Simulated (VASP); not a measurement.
# HgPtI (P4/nmm) in VASP: single point with r2SCAN

Aim: the single point of HgPtI with r2SCAN.

Everything below comes from runs of VASP 6.6.1. Logs are shortened: lines on timing, memory, paths and dates and some standing lists are left out, and cuts for length are marked.

## 1. The cell of the first run

It takes space group P4/nmm (No. 129, tetragonal). The conventional cell has a = 4.181 Å, b = 4.181 Å, c = 9.647 Å, α = 90.00°, β = 90.00°, γ = 90.00°. Within 4.7 Å of I (site symmetry 4mm) lie 5 Hg at 3.58 to 4.36 Å and 4 Pt at 3.82 Å and 8 I at 4.18 to 4.40 Å. Within 3.2 Å of Pt (site symmetry -4m2) lie 4 Hg at 2.39 Å and 4 Pt at 2.96 Å. Hg (site symmetry 4mm) has 4 Pt at 2.39 Å within 3.2 Å.

## 2. Single point, r2SCAN

File POSCAR:

```
HgPtI
1.0
    4.1811520000      0.0000000000      0.0000000000
    0.0000000000      4.1811520000      0.0000000000
    0.0000000000      0.0000000000      9.6470380000
I Pt Hg
2 2 2
Direct
    0.0000000000      0.5000000000      0.6690000000
    0.5000000000      0.0000000000      0.3310000000
    0.0000000000      0.0000000000      0.0000000000
    0.5000000000      0.5000000000      0.0000000000
    0.0000000000      0.5000000000      0.1210000000
    0.5000000000      0.0000000000      0.8790000000
```

File INCAR.step1:

```
  ALGO = Normal
  EDIFF = 1E-4
  ENCUT = 520
  GGA = PE
  ISMEAR = 0
  LASPH = T
  LCHARG = F
  LREAL = F
  LWAVE = T
  NBANDS = 38
  NELM = 80
  PREC = Accurate
  SIGMA = 0.1676
```

File INCAR.step2:

```
  ALGO = Normal
  EDIFF = 1E-6
  ENCUT = 520
  ISIF = 2
  ISMEAR = 0
  ISTART = 1
  LASPH = T
  LCHARG = F
  LMIXTAU = T
  LREAL = F
  LWAVE = F
  METAGGA = R2SCAN
  NBANDS = 38
  NELM = 80
  PREC = Accurate
  SIGMA = 0.1676
```

File KPOINTS:

```
k-points
0
Gamma
  8 8 4
```

Potentials or basis: VASP PAW PBE potentials, release 64 (I, Pt, Hg).

Command:

```console
$ cat potpaw_PBE.64/I/POTCAR potpaw_PBE.64/Pt/POTCAR potpaw_PBE.64/Hg/POTCAR > POTCAR
$ cp INCAR.step1 INCAR
$ mpirun -np 1 vasp_std > vasp.out
$ cp INCAR.step2 INCAR
$ mpirun -np 1 vasp_std > vasp.out
```

OUTCAR:

```text
EDIFF = 1E-6
   ENCUT = 520
   ISIF = 2
   ISMEAR = 0
   ISTART = 1
   LASPH = T
   LREAL = F
   METAGGA = R2SCAN
   NELM = 80
   PREC = Accurate

 ion  position               nearest neighbor table
   1  0.000  0.500  0.669-   6 3.58   6 3.58   6 3.58   6 3.58
   2  0.500  0.000  0.331-   5 3.58   5 3.58   5 3.58   5 3.58
   3  0.000  0.000  0.000-   5 2.39   6 2.39   5 2.39   6 2.39   4 2.96   4 2.96   4 2.96   4 2.96

   4  0.500  0.500  0.000-   5 2.39   6 2.39   6 2.39   5 2.39   3 2.96   3 2.96   3 2.96   3 2.96

   5  0.000  0.500  0.121-   3 2.39   4 2.39   3 2.39   4 2.39   2 3.58   2 3.58   2 3.58   2 3.58
                             6 3.77   6 3.77   6 3.77   6 3.77
   6  0.500  0.000  0.879-   3 2.39   4 2.39   4 2.39   3 2.39   1 3.58   1 3.58   1 3.58   1 3.58
                             5 3.77   5 3.77   5 3.77   5 3.77

  LATTYP: Found a simple tetragonal cell.
 ALAT       =     4.1811520000
 C/A-ratio  =     2.3072679491

  Lattice vectors:

 A1 = (   4.1811520000,   0.0000000000,   0.0000000000)
 A2 = (   0.0000000000,   4.1811520000,   0.0000000000)
 A3 = (   0.0000000000,   0.0000000000,   9.6470380000)

Analysis of symmetry for initial positions (statically):
=====================================================================
 Subroutine PRICEL returns:
 Original cell was already a primitive cell.

 Routine SETGRP: Setting up the symmetry group for a
 simple tetragonal supercell.

 Subroutine GETGRP returns: Found 16 space group operations
 (whereof  8 operations were pure point group operations)
 out of a pool of 16 trial point group operations.

The static configuration has the point symmetry D_2d.
 The point group associated with its full space group is D_4h.

Analysis of symmetry for dynamics (positions and initial velocities):
=====================================================================
 Subroutine PRICEL returns:
 Original cell was already a primitive cell.

 Routine SETGRP: Setting up the symmetry group for a
 simple tetragonal supercell.

 Subroutine GETGRP returns: Found 16 space group operations
 (whereof  8 operations were pure point group operations)
 out of a pool of 16 trial point group operations.

The dynamic configuration has the point symmetry D_2d.
 The point group associated with its full space group is D_4h.

 Subroutine INISYM returns: Found 16 space group operations
 (whereof  8 operations are pure point group operations),
 and found     1 'primitive' translations

----------------------------------------------------------------------------------------

                                     Primitive cell

  volume of cell :     168.6498

  direct lattice vectors                    reciprocal lattice vectors
     4.181152000  0.000000000  0.000000000     0.239168535  0.000000000  0.000000000
     0.000000000  4.181152000  0.000000000     0.000000000  0.239168535  0.000000000
     0.000000000  0.000000000  9.647038000     0.000000000  0.000000000  0.103658760

  length of vectors
     4.181152000  4.181152000  9.647038000     0.239168535  0.239168535  0.103658760

  position of ions in fractional coordinates (direct lattice)
     0.000000000  0.500000000  0.669000000
     0.500000000  0.000000000  0.331000000
     0.000000000  0.000000000  0.000000000
     0.500000000  0.500000000  0.000000000
     0.000000000  0.500000000  0.121000000
     0.500000000  0.000000000  0.879000000

  ion indices of the primitive-cell ions
   primitive index   ion index
                 1           1
                 2           2
                 3           3
                 4           4
                 5           5
                 6           6

----------------------------------------------------------------------------------------

 KPOINTS: k-points

Automatic generation of k-mesh.
 Grid dimensions read from file:
 generate k-points for:    8    8    4

 Generating k-lattice:

  Cartesian coordinates                     Fractional coordinates (reciprocal lattice)
     0.029896067  0.000000000  0.000000000     0.125000000  0.000000000  0.000000000
     0.000000000  0.029896067  0.000000000     0.000000000  0.125000000  0.000000000
     0.000000000  0.000000000  0.025914690     0.000000000  0.000000000  0.250000000

  Length of vectors
     0.029896067  0.029896067  0.025914690

  Shift w.r.t. Gamma in fractional coordinates (k-lattice)
     0.000000000  0.000000000  0.000000000

 Subroutine IBZKPT returns following result:
 ===========================================

 Found     45 irreducible k-points:

 Following reciprocal coordinates:
            Coordinates               Weight
  0.000000  0.000000  0.000000      1.000000
  0.125000  0.000000  0.000000      4.000000
  0.250000  0.000000  0.000000      4.000000
  0.375000  0.000000  0.000000      4.000000
  0.500000  0.000000  0.000000      2.000000
  0.125000  0.125000  0.000000      4.000000
[... 16 lines left out ...]
  0.375000  0.125000  0.250000     16.000000
  0.500000  0.125000  0.250000      8.000000
 [... further k-points ...]
   k-points           NKPTS =     45   k-points in BZ     NKDIM =     45   number of bands    NBANDS=     38
   number of dos      NEDOS =    301   number of ions     NIONS =      6
   total plane-waves  NPLWV =  73728
   dimension x,y,z NGX =    32 NGY =   32 NGZ =   72
   dimension x,y,z NGXF=    64 NGYF=   64 NGZF=  144
   ions per type =               2   2   2
   NGX,Y,Z   is equivalent  to a cutoff of  12.72, 12.72, 12.41 a.u.
   NGXF,Y,Z  is equivalent  to a cutoff of  25.45, 25.45, 24.82 a.u.
 SYSTEM =  unknown system
   PREC   = accura    normal or accurate (medium, high low for compatibility)
   ISTART =      1    job   : 0-new  1-cont  2-samecut
   ICHARG =      0    charge: 1-file 2-atom 10-const
   ISPIN  =      1    spin polarized calculation?
   LNONCOLLINEAR =      F non collinear calculations
   LSORBIT =      F    spin-orbit coupling
   LASPH  =      T    aspherical Exc in radial PAW
   ENCUT  =  520.0 eV  38.22 Ry    6.18 a.u.   7.77  7.77 17.94*2*pi/ulx,y,z
   NELM   =     80;   NELMIN=  2; NELMDL=  0     # of ELM steps
   EDIFF  = 0.1E-05   stopping-criterion for ELM
   LREAL  =      F    real-space projection
   EDIFFG = 0.1E-04   stopping-criterion for IOM
   NSW    =      0    number of steps for IOM
   IBRION =     -1    ionic relax: 0-MD 1-quasi-New 2-CG
   NFREE  =      0    steps in history (QN), initial steepest desc. (CG)
   ISIF   =      2    stress and relaxation
   ISYM   =      2    0-nonsym 1-usesym 2-fastsym
   POTIM  = 0.5000    time-step for ionic-motion
   TEBEG  =    0.0;   TEEND  =   0.0 temperature during run
   PSTRESS=    0.0 pullay stress
   NELECT =      58.0000    total number of electrons
   NUPDOWN=      -1.0000    fix difference up-down
   EMIN   =  10.00;   EMAX   =-10.00  energy-range for DOS
   EFERMI =   0.00;   METHOD = LEGACY
   ISMEAR =     0;   SIGMA  =   0.17  broadening in eV -4-tet -1-fermi 0-gaus
   EFERMI_NEDOS =   21; number of points for ismear=-14 and -15
   IALGO  =     38    algorithm
   IMIX   =      4    mixing-type and parameters
     AMIX     =   0.40;   BMIX     =  1.00
     AMIX_MAG =   1.60;   BMIX_MAG =  1.00
  volume/ion in A,a.u.               =      28.11       189.68
  Fermi-wavevector in a.u.,A,eV,Ry     =   1.146979  2.167476 17.899297  1.315561
  Thomas-Fermi vector in A             =   2.283661
   LORBIT       =      0    0 simple, 1 ext, 2 COOP (PROOUT), +10 PAW based schemes
   METAGGA = R2SCAN    functional components
   LHFCALC =     F    Hartree Fock is set to
   AEXX    =    0.0000 exact exchange contribution
   IVDW    =     0    specifies the selected vdW correction
   LEPSILON=     F    determine dielectric tensor
   LRPA    =     F    only Hartree local field effects (RPA)
 non-spin polarized calculation
 Gauss-broadening in eV      SIGMA  =   0.17
  energy-cutoff  :      520.00
  volume of cell :      168.65
 maximum number of plane-waves:      4564
 NGX is ok and might be reduce to    32
   NGX = 15   NGY = 15   NGZ = 35

 number of electron      57.9999991 magnetization

 Free energy of the ion-electron system (eV)
  ---------------------------------------------------
  ext. energy  EPLUGINS =         0.00000000
  ---------------------------------------------------
  free energy    TOTEN  =      -244.23490533 eV

  energy without entropy =     -244.16257066  energy(sigma->0) =     -244.19873800

 E-fermi :   3.1522     XC(G=0): -10.1134

 val. band max:        3.1472983145   @ k =   0.5000   0.2500   0.0000
 cond. band min:       3.1643403115   @ k =   0.5000   0.1250   0.0000
 fundamental gap:      0.0170419970
 Fermi energy:         3.1522498395

 k-point     1 :       0.0000    0.0000    0.0000
  band No.  band energies     occupation
      1      -8.9225      2.00000
      2      -8.6414      2.00000
      3      -5.9936      2.00000
      4      -5.5998      2.00000
      5      -5.1884      2.00000
      6      -5.0376      2.00000
[... 30 lines left out ...]
     37      11.2593      0.00000
     38      11.4004      0.00000

 k-point     2 :       0.1250    0.0000    0.0000
  band No.  band energies     occupation
      1      -8.8728      2.00000
      2      -8.6154      2.00000
      3      -5.9155      2.00000
      4      -5.5486      2.00000
      5      -5.1904      2.00000
      6      -5.0494      2.00000
[... 30 lines left out ...]
     37      11.4159      0.00000
     38      11.7669      0.00000

 k-point     3 :       0.2500    0.0000    0.0000
  band No.  band energies     occupation
      1      -8.7467      2.00000
      2      -8.5543      2.00000
      3      -5.7316      2.00000
      4      -5.4013      2.00000
      5      -5.2149      2.00000
      6      -5.0833      2.00000
[... 30 lines left out ...]
     37      11.8671      0.00000
     38      11.9775      0.00000

 k-point     4 :       0.3750    0.0000    0.0000
  band No.  band energies     occupation
      1      -8.6045      2.00000
      2      -8.5031      2.00000
      3      -5.5389      2.00000
      4      -5.2521      2.00000
      5      -5.1792      2.00000
      6      -5.1492      2.00000
[... 30 lines left out ...]
     37      11.3984      0.00000
     38      11.6466      0.00000
[... 703 lines left out ...]
      4      -5.2581      2.00000
      5      -5.2020      2.00000
      6      -5.0827      2.00000
[... 30 lines left out ...]
     37      11.5994      0.00000
     38      11.8105      0.00000

 k-point    23 :       0.3750    0.1250    0.2500
  band No.  band energies     occupation
      1      -8.5651      2.00000
      2      -8.4820      2.00000
      3      -5.6430      2.00000
      4      -5.2675      2.00000
      5      -5.1870      2.00000
      6      -5.1491      2.00000
[... 30 lines left out ...]
     37      11.4541      0.00000
     38      11.7965      0.00000

 k-point    24 :       0.5000    0.1250    0.2500
  band No.  band energies     occupation
      1      -8.4838      2.00000
      2      -8.4838      2.00000
      3      -5.4542      2.00000
      4      -5.4542      2.00000
      5      -5.1905      2.00000
      6      -5.1905      2.00000
[... 30 lines left out ...]
     37      11.7329      0.00000
     38      11.7329      0.00000

 [... further k-points ...]

------------------------ aborting loop because EDIFF is reached ----------------------------------------

  FORCE on cell =-STRESS in cart. coord.  units (eV):
  Direction    XX          YY          ZZ          XY          YZ          ZX
  --------------------------------------------------------------------------------------
  -------------------------------------------------------------------------------------
  Total       30.7128427     30.7128427     17.4240224      0.0000000      0.0000000     -0.0000000
  in kB      291.7727288    291.7727288    165.5286230      0.0000000      0.0000000     -0.0000000
  external PRESSURE =     249.6913602 kB  Pullay stress =       0.0000000 kB

 VOLUME and BASIS-vectors are now :
 -----------------------------------------------------------------------------
  energy-cutoff  :      520.00
  volume of cell :      168.65
      direct lattice vectors                 reciprocal lattice vectors
     4.181152000  0.000000000  0.000000000     0.239168535  0.000000000  0.000000000
     0.000000000  4.181152000  0.000000000     0.000000000  0.239168535  0.000000000
     0.000000000  0.000000000  9.647038000     0.000000000  0.000000000  0.103658760

 POSITION                                       TOTAL-FORCE (eV/Angst)
 -----------------------------------------------------------------------------------
      0.00000      2.09058      6.45387         0.000000     -0.000000      0.338142
      2.09058      0.00000      3.19317        -0.000000      0.000000     -0.338142
      0.00000      0.00000      0.00000         0.000000     -0.000000      0.000000
      2.09058      2.09058      0.00000         0.000000      0.000000      0.000000
      0.00000      2.09058      1.16729        -0.000000     -0.000000      8.803079
      2.09058      0.00000      8.47975         0.000000      0.000000     -8.803079
 -----------------------------------------------------------------------------------
    total drift:                                0.000000     -0.000000     -0.000000

  FREE ENERGIE OF THE ION-ELECTRON SYSTEM (eV)
  ---------------------------------------------------
  free  energy   TOTEN  =      -244.2349053327 eV

  energy  without entropy=     -244.1625706605  energy(sigma->0) =     -244.19873800
```

Wall time 12 min (1 thread of Intel Xeon 8259CL, shared host); peak memory 0.47 GiB.

What came out:

* Free energy: -244.2349 eV
* Pressure: 25.0 GPa
* Largest force: 8.803 eV/Å
* Band gap on the k mesh: zero (bands 29 and 30 overlap by 0.28 eV)

Forces on the atoms (eV/Å):
```
I    0.000  0.000  0.338
I    0.000  0.000 -0.338
Pt   0.000  0.000  0.000
Pt   0.000  0.000  0.000
Hg   0.000  0.000  8.803
Hg   0.000  0.000 -8.803
```

Levels at points of the mesh, in eV from the Fermi level:
| k point | band 27 | band 28 | band 29 | band 30 | band 31 | band 32 |
| --- | --- | --- | --- | --- | --- | --- |
| (0.00, 0.00, 0.00) | -0.10 | -0.08 | -0.08 | 1.26 | 3.18 | 3.18 |
| (0.50, 0.00, 0.00) | -0.13 | -0.13 | -0.04 | -0.04 | 2.66 | 2.66 |
| (0.50, 0.50, 0.00) | -0.23 | -0.23 | 0.08 | 0.08 | 1.59 | 1.59 |
| (0.00, 0.00, 0.50) | -0.38 | -0.10 | -0.07 | 0.33 | 3.27 | 3.27 |
| (0.50, 0.00, 0.50) | -0.30 | -0.30 | -0.13 | -0.13 | 2.97 | 2.97 |
| (0.50, 0.50, 0.50) | -0.23 | -0.23 | 0.14 | 0.14 | 1.70 | 1.70 |

Caveat: the stress differs along the axes, from 17 to 29 GPa; the PAW data sets were made with another functional, which shifts forces and pressure a little; spin-orbit coupling is left out, which moves the levels of the heavy elements.
